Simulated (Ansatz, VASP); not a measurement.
One calculation of K, two programs

```xyz
1
Lattice="0.0000 3.3283 3.3283 3.3283 0.0000 3.3283 3.3283 3.3283 0.0000" Properties=species:S:1:pos:R:3 pbc="T T T"
K     0.0000    0.0000    0.0000
```

Alike in both runs: task relaxation of cell and atoms; functional PBE; k mesh 10 × 10 × 10; occupations fermi-dirac, width 0.1 eV; no spin polarisation.

|  | VASP | Ansatz |
| --- | --- | --- |
| version | VASP 6.6.1 | Ansatz 0.2.0 |
| potentials or method | VASP PAW PBE potentials, release 64 (K_sv) | PAW with Ansatz's default frozen-core files, scalar-relativistic |
| plane-wave cutoff (eV) | 600 | 420 |
| valence electrons in the cell | 9 | 9 |

VASP gave:

- relaxed volume (Å³/atom): 74.12
- relaxed length of the cell vector where the two differ most in proportion (Å): 4.715

Question: Which values does Ansatz return?

Answer: Relaxed volume (Å³/atom): 73.74; relaxed length of the cell vector where the two differ most in proportion (Å): 4.707.
